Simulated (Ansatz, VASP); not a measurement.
HgH in VASP and in Ansatz

```
Hg H
1.0
     3.29435    0.00000    0.00000
    -1.64718    2.85299    0.00000
     0.00000    0.00000   15.75335
Hg H
4 4
Direct
  0.00000 0.00000 0.00000
  0.33333 0.66667 0.25000
  0.00000 0.00000 0.50000
  0.66667 0.33333 0.75000
  0.66667 0.33333 0.44078
  0.33333 0.66667 0.55922
  0.33333 0.66667 0.94078
  0.66667 0.33333 0.05922
```

Alike in both runs: functional PBE; k mesh 12 × 12 × 2; occupations gaussian, width 0.02 eV; no spin polarisation.

Ansatz relaxed the structure, and its values are those at the end. VASP's run is a single point on that final structure, the one shown.

```csv
,VASP,Ansatz
version,VASP 6.6.1,Ansatz 0.2.0
potentials or method,"VASP PAW PBE potentials, release 64 (Hg, H), cutoff 520 eV","scalar-relativistic, plane waves, PAW"
valence electrons in the cell,52,84
```

|  | VASP | Ansatz | Ansatz less VASP |
| --- | --- | --- | --- |
| gap on the k mesh at the Fermi level (eV) | 0.17 | 0.18 | +0.002 |
| least direct gap on the mesh (eV) | 0.17 | 0.18 | +0.002 |
| pressure (GPa) | 0.1 | 0.0 | -0.12 |
| rms of the force components (eV/Å) | 0.009 | 0.000 | -0.0093 |

With one functional, cell and mesh, what is left measures potentials, basis and numerics. VASP's potentials hold 52 valence electrons a cell and Ansatz's 84, so a difference there can come from the potentials and not from the codes.

Spin-orbit coupling is off throughout.
